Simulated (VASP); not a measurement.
# Na (P6_3/mmc) in VASP: further runs

Na is run at these levels: PBE; tasks: relaxation of cell and atoms.

Program: VASP 6.6.1. These are calculated values, not measurements. Logs are shortened: lines on timing, memory, paths and dates and some standing lists are left out, and cuts for length are marked.

## 1. The cell of the first run

The structure is hexagonal, space group P6_3/mmc (No. 194). The conventional cell has a = 2.795 Å, b = 2.795 Å, c = 4.562 Å, α = 90.00°, β = 90.00°, γ = 120.00°. Within 3.7 Å of Na (site symmetry -6m2) lie 12 Na at 2.79 to 2.80 Å.

## 2. Relaxation of cell and atoms, PBE, target pressure 35 GPa, at which the enthalpy is minimised

INCAR

```
SYSTEM = Na
PREC = Accurate
ENCUT = 600
EDIFF = 1E-6
ISMEAR = -1
SIGMA = 0.05
LREAL = .False.
LASPH = .True.
NELM = 60
ALGO = Normal
ISIF = 3
LWAVE = .False.
LCHARG = .False.
GGA = PE
IBRION = 2
NSW = 32
EDIFFG = -0.005
PSTRESS = 350.0
```

KPOINTS

```
regular mesh
0
Gamma
  16 16 9
  0 0 0
```

POSCAR

```
Na
1.0
    2.7952995064      0.0000000000      0.0000000000
   -1.3976497532      2.4208003837      0.0000000000
    0.0000000000      0.0000000000      4.5624577860
Na
2
Direct
    0.3333333333      0.6666666667      0.2500000000
    0.6666666667      0.3333333333      0.7500000000
```

Potentials or basis: VASP PAW PBE potentials, release 64 (Na_pv).

Run with:

```console
> cat potpaw_PBE.64/Na_pv/POTCAR > POTCAR
> mpirun -np 1 vasp_std > vasp.out
```

OUTCAR:

```text
SYSTEM = Na
   PREC = Accurate
   ENCUT = 600
   EDIFF = 1E-6
   ISMEAR = -1
   LREAL = .False.
   LASPH = .True.
   NELM = 60
   ISIF = 3
   GGA = PE
   IBRION = 2
   NSW = 32
   EDIFFG = -0.005
   PSTRESS = 350.0

 ion  position               nearest neighbor table
   1  0.333  0.667  0.250-
   2  0.667  0.333  0.750-

  LATTYP: Found a hexagonal cell.
 ALAT       =     2.7952995064
 C/A-ratio  =     1.6321892432

  Lattice vectors:

 A1 = (   2.7952995064,   0.0000000000,   0.0000000000)
 A2 = (  -1.3976497532,   2.4208003837,   0.0000000000)
 A3 = (   0.0000000000,   0.0000000000,   4.5624577860)

Analysis of symmetry for initial positions (statically):
=====================================================================
 Subroutine PRICEL returns:
 Original cell was already a primitive cell.

 Routine SETGRP: Setting up the symmetry group for a
 hexagonal supercell.

 Subroutine GETGRP returns: Found 24 space group operations
 (whereof 12 operations were pure point group operations)
 out of a pool of 24 trial point group operations.

The static configuration has the point symmetry D_3d.
 The point group associated with its full space group is D_6h.

Analysis of symmetry for dynamics (positions and initial velocities):
=====================================================================
 Subroutine PRICEL returns:
 Original cell was already a primitive cell.

 Routine SETGRP: Setting up the symmetry group for a
 hexagonal supercell.

 Subroutine GETGRP returns: Found 24 space group operations
 (whereof 12 operations were pure point group operations)
 out of a pool of 24 trial point group operations.

The dynamic configuration has the point symmetry D_3d.
 The point group associated with its full space group is D_6h.

 Subroutine INISYM returns: Found 24 space group operations
 (whereof 12 operations are pure point group operations),
 and found     1 'primitive' translations

----------------------------------------------------------------------------------------

                                     Primitive cell

  volume of cell :      30.8735

  direct lattice vectors                    reciprocal lattice vectors
     2.795299506  0.000000000  0.000000000     0.357743418  0.206543259  0.000000000
    -1.397649753  2.420800384  0.000000000     0.000000000  0.413086517  0.000000000
     0.000000000  0.000000000  4.562457786     0.000000000  0.000000000  0.219180110

  length of vectors
     2.795299506  2.795299506  4.562457786     0.413086517  0.413086517  0.219180110

  position of ions in fractional coordinates (direct lattice)
     0.333333333  0.666666667  0.250000000
     0.666666667  0.333333333  0.750000000

  ion indices of the primitive-cell ions
   primitive index   ion index
                 1           1
                 2           2

----------------------------------------------------------------------------------------

 KPOINTS: regular mesh

Automatic generation of k-mesh.
 Grid dimensions read from file:
 generate k-points for:   16   16    9

 Generating k-lattice:

  Cartesian coordinates                     Fractional coordinates (reciprocal lattice)
     0.022358964  0.012908954  0.000000000     0.062500000  0.000000000  0.000000000
     0.000000000  0.025817907  0.000000000     0.000000000  0.062500000  0.000000000
     0.000000000  0.000000000  0.024353346     0.000000000  0.000000000  0.111111111

  Length of vectors
     0.025817907  0.025817907  0.024353346

  Shift w.r.t. Gamma in fractional coordinates (k-lattice)
     0.000000000  0.000000000  0.000000000

 Subroutine IBZKPT returns following result:
 ===========================================

 Found    150 irreducible k-points:

 Following reciprocal coordinates:
            Coordinates               Weight
  0.000000  0.000000  0.000000      1.000000
  0.062500  0.000000  0.000000      6.000000
  0.125000  0.000000  0.000000      6.000000
  0.187500 -0.000000  0.000000      6.000000
  0.250000  0.000000  0.000000      6.000000
  0.312500  0.000000  0.000000      6.000000
[... 16 lines left out ...]
  0.187500  0.187500  0.000000      6.000000
  0.250000  0.187500  0.000000     12.000000
 [... further k-points ...]
   k-points           NKPTS =    150   k-points in BZ     NKDIM =    150   number of bands    NBANDS=     11
   number of dos      NEDOS =    301   number of ions     NIONS =      2
   total plane-waves  NPLWV =  20736
   dimension x,y,z NGX =    24 NGY =   24 NGZ =   36
   dimension x,y,z NGXF=    48 NGYF=   48 NGZF=   72
   ions per type =               2
   NGX,Y,Z   is equivalent  to a cutoff of  14.27, 14.27, 13.12 a.u.
   NGXF,Y,Z  is equivalent  to a cutoff of  28.55, 28.55, 26.24 a.u.
 SYSTEM =  Na
   PREC   = accura    normal or accurate (medium, high low for compatibility)
   ISTART =      0    job   : 0-new  1-cont  2-samecut
   ICHARG =      2    charge: 1-file 2-atom 10-const
   ISPIN  =      1    spin polarized calculation?
   LNONCOLLINEAR =      F non collinear calculations
   LSORBIT =      F    spin-orbit coupling
   LASPH  =      T    aspherical Exc in radial PAW
   ENCUT  =  600.0 eV  44.10 Ry    6.64 a.u.   5.58  5.58  9.11*2*pi/ulx,y,z
   NELM   =     60;   NELMIN=  2; NELMDL= -5     # of ELM steps
   EDIFF  = 0.1E-05   stopping-criterion for ELM
   LREAL  =      F    real-space projection
   EDIFFG = -.5E-02   stopping-criterion for IOM
   NSW    =     32    number of steps for IOM
   IBRION =      2    ionic relax: 0-MD 1-quasi-New 2-CG
   NFREE  =      1    steps in history (QN), initial steepest desc. (CG)
   ISIF   =      3    stress and relaxation
   ISYM   =      2    0-nonsym 1-usesym 2-fastsym
   POTIM  = 0.5000    time-step for ionic-motion
   TEBEG  =    0.0;   TEEND  =   0.0 temperature during run
   PSTRESS=  350.0 pullay stress
   NELECT =      14.0000    total number of electrons
   NUPDOWN=      -1.0000    fix difference up-down
   EMIN   =  10.00;   EMAX   =-10.00  energy-range for DOS
   EFERMI =   0.00;   METHOD = LEGACY
   ISMEAR =    -1;   SIGMA  =   0.05  broadening in eV -4-tet -1-fermi 0-gaus
   EFERMI_NEDOS =   21; number of points for ismear=-14 and -15
   IALGO  =     38    algorithm
   IMIX   =      4    mixing-type and parameters
     AMIX     =   0.40;   BMIX     =  1.00
     AMIX_MAG =   1.60;   BMIX_MAG =  1.00
  volume/ion in A,a.u.               =      15.44       104.17
  Fermi-wavevector in a.u.,A,eV,Ry     =   1.257734  2.376773 21.522984  1.581895
  Thomas-Fermi vector in A             =   2.391378
   LORBIT       =      0    0 simple, 1 ext, 2 COOP (PROOUT), +10 PAW based schemes
   GGA     = PE    functional components
   LHFCALC =     F    Hartree Fock is set to
   AEXX    =    0.0000 exact exchange contribution
   IVDW    =     0    specifies the selected vdW correction
   LEPSILON=     F    determine dielectric tensor
   LRPA    =     F    only Hartree local field effects (RPA)
 conjugate gradient relaxation of ions
 non-spin polarized calculation
  energy-cutoff  :      600.00
  volume of cell :       30.87
 maximum number of plane-waves:      1057
 NGX is ok and might be reduce to    24

--------------------------------------- Ionic step        1  -------------------------------------------

 number of electron      14.0000004 magnetization

 Free energy of the ion-electron system (eV)
  ---------------------------------------------------
  ext. energy  EPLUGINS =         0.00000000
  ---------------------------------------------------
  free energy    TOTEN  =        -0.30855492 eV

  energy without entropy =       -0.30395669  energy(sigma->0) =       -0.30625580

------------------------ aborting loop because EDIFF is reached ----------------------------------------

  FORCE on cell =-STRESS in cart. coord.  units (eV):
  Direction    XX          YY          ZZ          XY          YZ          ZX
  --------------------------------------------------------------------------------------
  -------------------------------------------------------------------------------------
  Total        6.7636068      6.7636068      6.7639720      0.0000000      0.0000000      0.0000000
  in kB      350.9964691    350.9964691    351.0154211      0.0000000      0.0000000      0.0000000
  external PRESSURE =       1.0027864 kB  Pullay stress =     350.0000000 kB

 VOLUME and BASIS-vectors are now :
 -----------------------------------------------------------------------------
  energy-cutoff  :      600.00
  volume of cell :       30.87
      direct lattice vectors                 reciprocal lattice vectors
     2.795299506  0.000000000  0.000000000     0.357743418  0.206543259  0.000000000
    -1.397649753  2.420800384  0.000000000     0.000000000  0.413086517  0.000000000
     0.000000000  0.000000000  4.562457786     0.000000000  0.000000000  0.219180110
[... 46 lines left out ...]
  FREE ENERGIE OF THE ION-ELECTRON SYSTEM (eV)
  ---------------------------------------------------
  free  energy   TOTEN  =        -0.3179969893 eV

  energy  without entropy=       -0.3133951956  energy(sigma->0) =       -0.31569609

  enthalpy is  TOTEN    =         6.4358433478 eV   P V=        6.7538403371

--------------------------------------- Ionic step        3  -------------------------------------------

 number of electron      14.0000004 magnetization

 Free energy of the ion-electron system (eV)
  ---------------------------------------------------
  ext. energy  EPLUGINS =         0.00000000
  ---------------------------------------------------
  free energy    TOTEN  =        -0.31433109 eV

  energy without entropy =       -0.30973068  energy(sigma->0) =       -0.31203088

 E-fermi :   4.6962     XC(G=0):  -9.3454

 val. band max:        4.6512312621   @ k =   0.3750  -0.0000   0.4444
 cond. band min:       4.7181447356   @ k =   0.1875   0.1875   0.3333
 fundamental gap:      0.0669134734
 Fermi energy:         4.6961776262

 k-point     1 :       0.0000    0.0000    0.0000
  band No.  band energies     occupation
      1     -21.0322      2.00000
      2     -20.5413      2.00000
      3     -20.5413      2.00000
      4     -20.4804      2.00000
      5     -20.4800      2.00000
      6     -20.4800      2.00000
      7      -1.0719      2.00000
      8       5.4288      0.00000
      9       6.5609      0.00000
     10      20.3109      0.00000
     11      20.3109      0.00000

 k-point     2 :       0.0625    0.0000    0.0000
  band No.  band energies     occupation
      1     -21.0244      2.00000
      2     -20.5571      2.00000
      3     -20.5461      2.00000
      4     -20.4971      2.00000
      5     -20.4825      2.00000
      6     -20.4819      2.00000
      7      -0.9600      2.00000
      8       5.4997      0.00000
      9       6.6622      0.00000
     10      18.5691      0.00000
     11      20.0109      0.00000
[... 295 lines left out ...]
 k-point    24 :       0.2500    0.1875    0.0000
  band No.  band energies     occupation
      1     -20.8643      2.00000
      2     -20.8165      2.00000
      3     -20.8136      2.00000
      4     -20.6683      2.00000
      5     -20.5916      2.00000
      6     -20.5666      2.00000
      7       2.7231      2.00000
      8       8.1507      0.00000
      9       8.9098      0.00000
     10       9.9367      0.00000
     11      12.9247      0.00000

 [... further k-points ...]

------------------------ aborting loop because EDIFF is reached ----------------------------------------

  FORCE on cell =-STRESS in cart. coord.  units (eV):
  Direction    XX          YY          ZZ          XY          YZ          ZX
  --------------------------------------------------------------------------------------
  -------------------------------------------------------------------------------------
  Total        6.7530961      6.7530961      6.7535243      0.0000000      0.0000000      0.0000000
  in kB      350.1516004    350.1516004    350.1738048      0.0000000      0.0000000      0.0000000
  external PRESSURE =       0.1590019 kB  Pullay stress =     350.0000000 kB

 VOLUME and BASIS-vectors are now :
 -----------------------------------------------------------------------------
  energy-cutoff  :      600.00
  volume of cell :       30.90
      direct lattice vectors                 reciprocal lattice vectors
     2.796091019  0.000000000  0.000000000     0.357642149  0.206484791 -0.000000000
    -1.398045509  2.421485854 -0.000000000    -0.000000000  0.412969582 -0.000000000
     0.000000000  0.000000000  4.563774255    -0.000000000  0.000000000  0.219116885

 POSITION                                       TOTAL-FORCE (eV/Angst)
 -----------------------------------------------------------------------------------
     -0.00000      1.61432      1.14094        -0.000000      0.000000     -0.000000
      1.39805      0.80716      3.42283         0.000000     -0.000000      0.000000
 -----------------------------------------------------------------------------------
    total drift:                               -0.000000      0.000000      0.000000

  FREE ENERGIE OF THE ION-ELECTRON SYSTEM (eV)
  ---------------------------------------------------
  free  energy   TOTEN  =        -0.3143310869 eV

  energy  without entropy=       -0.3097306808  energy(sigma->0) =       -0.31203088

  enthalpy is  TOTEN    =         6.4358411872 eV   P V=        6.7501722742

 reached required accuracy - stopping structural energy minimisation
```

It took 69 s on 1 thread of AMD EPYC 9755, shared host; peak memory 0.15 GiB.

What came out:

```
Free energy                                            : -0.3143 eV
Relaxed volume                                         : 15.45 Å³/atom
Relaxed cell                                           : a = 2.796 Å, b = 2.796 Å, c = 4.564 Å, α = 90.00°, β = 90.00°, γ = 120.00°
Space group after relaxing (to 0.05 Å)                 : P6_3/mmc (No. 194)
Energy change on relaxing (the enthalpy is what falls) : -2.9 meV/atom
Ionic steps                                            : 3
Pressure after relaxing                                : 35.0 GPa
Band gap on the k mesh                                 : zero (band 7 reaches 7.03 eV, above the bottom of band 8 at 1.29 eV)
```

The path:
```csv
step,energy change (eV),largest force (eV/Å),pressure (GPa),volume (Å³)
1,0.0000,0.0000,35.10,30.87
2,-0.0094,0.0000,34.94,30.92
3,-0.0058,0.0000,35.02,30.90
```

Final structure:
```xyz
2
Lattice="2.7961 0.0000 0.0000 -1.3980 2.4215 0.0000 0.0000 0.0000 4.5638" Properties=species:S:1:pos:R:3 pbc="T T T"
Na    0.0000    1.6143    1.1409
Na    1.3980    0.8072    3.4228
```

Caveat: the cell is relaxed towards a set pressure, so the enthalpy falls and the energy may rise.

## 3. Relaxation of cell and atoms, PBE, target pressure 35 GPa, at which the enthalpy is minimised

This run uses another cell than the first one: it holds 4 atoms, not 2.

INCAR

```
ALGO     = Normal         # electronic algorithm
EDIFF    = 1E-7           # SCF threshold, eV
EDIFFG   = -0.005         # ionic threshold
ENCUT    = 600            # plane-wave cutoff, eV
GGA      = PE             # functional
IBRION   = 2              # ionic algorithm
ISIF     = 3              # what is computed and relaxed
ISMEAR   = -1             # smearing method
LASPH    = T              # aspherical terms in the spheres
LCHARG   = F              # write CHGCAR
LREAL    = F              # projectors in reciprocal space
LWAVE    = F              # write WAVECAR
NELM     = 100            # most SCF steps
NSW      = 60             # ionic steps
PREC     = Accurate       # precision mode
PSTRESS  = 350.0        
SIGMA    = 0.05           # smearing width, eV
```

KPOINTS

```
k-points
0
Gamma
  10 10 6
```

POSCAR

```
Na
1.0
    3.6904649430      0.0000000000      0.0000000000
   -1.8452324715      3.1960363924      0.0000000000
    0.0000000000      0.0000000000      5.2404602191
Na
4
Direct
    0.0000000000      0.0000000000      0.0000000000
    0.0000000000      0.0000000000      0.5000000000
    0.3333333333      0.6666666667      0.2500000000
    0.6666666667      0.3333333333      0.7500000000
```

Potentials or basis: VASP PAW PBE potentials, release 64 (Na_pv).

Run with:

```console
> cat potpaw_PBE.64/Na_pv/POTCAR > POTCAR
> mpirun -np 1 vasp_std > vasp.out
```

Run time: 16 min. Hardware: 1 thread of AMD EPYC 9755, shared host; peak memory 0.18 GiB.

It converged, with:

| Property | Result |
| --- | --- |
| Free energy | -0.4014 eV |
| Relaxed volume | 15.29 Å³/atom |
| Relaxed cell | a = 2.863 Å, b = 2.863 Å, c = 8.619 Å, α = 90.00°, β = 90.00°, γ = 120.00° |
| Space group after relaxing (to 0.05 Å) | P6_3/mmc (No. 194) |
| Energy change on relaxing (the enthalpy is what falls) | -234.1 meV/atom |
| Ionic steps | 25 |
| Pressure after relaxing | 35.0 GPa |
| Band gap on the k mesh | zero (band 14 reaches 6.50 eV, above the bottom of band 15 at 1.13 eV) |

Step by step:
| step | energy change (eV) | largest force (eV/Å) | pressure (GPa) | volume (Å³) |
| --- | --- | --- | --- | --- |
| 1 | 0.0000 | 0.0000 | 34.77 | 61.81 |
| 2 | 0.0038 | 0.0000 | 34.99 | 61.60 |
| 3 | 0.0561 | 0.0000 | 36.09 | 60.78 |
| 4 | 0.3763 | 0.0000 | 40.51 | 58.40 |
| 5 | 2.1519 | 0.0000 | 60.36 | 51.18 |
| 6 | 2.1458 | 0.0000 | 60.35 | 51.19 |
| 7 | 2.1278 | 0.0000 | 60.33 | 51.22 |
| 8 | 2.0936 | 0.0000 | 60.31 | 51.26 |
| 9 | 2.0305 | 0.0000 | 60.19 | 51.33 |
| 10 | 1.9415 | 0.0000 | 60.20 | 51.38 |
| 11 | 1.9827 | 0.0000 | 60.73 | 51.14 |
| 12 | 1.8037 | 0.0000 | 59.03 | 51.62 |
| 13 | 1.2903 | 0.0000 | 54.19 | 53.08 |
| 14 | 0.3640 | 0.0000 | 45.52 | 56.08 |
| 15 | -1.1246 | 0.0000 | 31.29 | 62.41 |
| 16 | -0.7121 | 0.0000 | 35.32 | 60.40 |
| 17 | -0.7298 | 0.0000 | 35.35 | 60.44 |
| 18 | -0.7778 | 0.0000 | 35.38 | 60.57 |
| 19 | -0.8511 | 0.0000 | 35.45 | 60.79 |
| 20 | -0.9238 | 0.0000 | 35.45 | 61.15 |
| 21 | -0.8927 | 0.0000 | 35.47 | 60.97 |
| 22 | -0.8892 | 0.0000 | 35.47 | 60.95 |
| 23 | -0.8872 | 0.0000 | 35.45 | 60.94 |
| 24 | -0.9305 | 0.0000 | 35.06 | 61.14 |
| 25 | -0.9364 | 0.0000 | 35.03 | 61.16 |

Final structure:
```xyz
4
Lattice="2.8626 0.0000 0.0000 -1.4313 2.4791 0.0000 0.0000 0.0000 8.6188" Properties=species:S:1:pos:R:3 pbc="T T T"
Na    0.0000    0.0000    0.0000
Na    0.0000    0.0000    4.3094
Na    0.0000    1.6527    2.1547
Na    1.4313    0.8264    6.4641
```

Levels at points of the mesh, in eV from the Fermi level:
```csv
k point,band 12,band 13,band 14,band 15,band 16,band 17
"(0.00, 0.00, 0.00)",-25.18,-5.78,-3.63,-3.63,1.61,2.40
"(0.50, 0.00, 0.00)",-25.25,-0.01,0.29,1.49,2.03,2.19
"(0.00, 0.00, 0.50)",-25.22,-5.22,-5.22,-1.18,-1.18,5.83
"(0.50, 0.00, 0.50)",-25.27,0.32,0.32,0.98,0.98,3.84
```

Caveat: the cell is relaxed towards a set pressure, so the enthalpy falls and the energy may rise.
